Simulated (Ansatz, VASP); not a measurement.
**One calculation of CoPdO2, two programs**

Contents of INCAR:

```
PREC = Accurate
ENCUT = 520
EDIFF = 1E-6
ISMEAR = 0
SIGMA = 0.1
LREAL = F
LASPH = T
NELM = 100
ALGO = Normal
ISIF = 2
LWAVE = F
LCHARG = F
GGA = PE
NBANDS = 24
```

KPOINTS

```
regular mesh
0
Gamma
  18 18 18
```

File POSCAR:

```
CoPdO2
1.0
    1.4316899074      0.8265865534      5.9577715763
   -1.4316899074      0.8265865534      5.9577715763
    0.0000000000     -1.6531731068      5.9577715763
Co Pd O
1 1 2
Direct
    0.5000000000      0.5000000000      0.5000000000
    0.0000000000      0.0000000000      0.0000000000
    0.8875240000      0.8875240000      0.8875240000
    0.1124760000      0.1124760000      0.1124760000
```

Input for Ansatz:

```yaml
crystal:
  lattice:
    - [1.4316899074, 0.8265865534, 5.9577715763]
    - [-1.4316899074, 0.8265865534, 5.9577715763]
    - [0.0, -1.6531731068, 5.9577715763]
  atoms:
    - { symbol: Co, position: [0.5, 0.5, 0.5] }
    - { symbol: Pd, position: [0.0, 0.0, 0.0] }
    - { symbol: O, position: [0.887524, 0.887524, 0.887524] }
    - { symbol: O, position: [0.112476, 0.112476, 0.112476] }
basis:
  ecutwfc: 420
kpoints:
  mp_grid: { grid: [18, 18, 18] }
hamiltonian:
  xc: pbe
scf:
  occupations: { method: gaussian, width: 0.1 }
output:
  forces: true
  stress: true
  eigenvalues: true
  populations: true
```

Alike in both runs: task single point; functional PBE; k mesh 18 × 18 × 18; occupations gaussian, width 0.1 eV; no spin polarisation.

```csv
,VASP,Ansatz
version,VASP 6.6.1,Ansatz 0.2.0
potentials or method,"VASP PAW PBE potentials, release 64 (Co, Pd, O), cutoff 520 eV","scalar-relativistic, plane waves, PAW"
valence electrons in the cell,31,47
```

VASP gave:

```
gap on the k mesh at the Fermi level (eV)                     : none
pressure (GPa)                                                : -0.9
traceless stress, the component that is largest in VASP (GPa) : -0.15
rms of the force components (eV/Å)                            : 0.043
```

Problem. What did Ansatz give for the same quantities?

Solution. gap on the k mesh at the Fermi level (eV): none; pressure (GPa): -0.9; traceless stress, the component that is largest in VASP (GPa): -0.06; rms of the force components (eV/Å): 0.065.

Atom by atom the forces differ by 0.021 eV/Å (rms over components). A gap of «none» marks a metal or a gap that the smearing closes. VASP's potentials hold 31 valence electrons a cell and Ansatz's 47, so a difference there can come from the potentials and not from the codes.
